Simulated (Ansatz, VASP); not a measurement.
**Zr in VASP and in Ansatz**

```
Zr
1.0
    -1.84620    1.81000    1.81000
     1.81000   -1.84620    1.81000
     1.81000    1.81000   -1.84620
Zr
1
Direct
  0.00000 0.00000 0.00000
```

Change from the starting cell: equal xy, yz and zx shear strains of -2 %.

Alike in both runs: task single point; functional PBEsol; k mesh 14 × 14 × 14; occupations fermi-dirac, width 0.08 eV; no spin polarisation.

|  | VASP | Ansatz |
| --- | --- | --- |
| version | VASP 6.6.1 | Ansatz 0.2.0 |
| potentials or method | VASP PAW PBE potentials, release 64 (Zr_sv), cutoff 520 eV | all-electron LAPW, scalar-relativistic |

|  | VASP | Ansatz | Ansatz less VASP |
| --- | --- | --- | --- |
| pressure (GPa) | -6.6 | -6.6 | -0.04 |
| traceless stress, the component that is largest in VASP (GPa) | 0.47 | 0.46 | -0.005 |

VASP's potentials were made for PBE, not for PBEsol. Ansatz ran all-electron here, and VASP with PAW potentials.
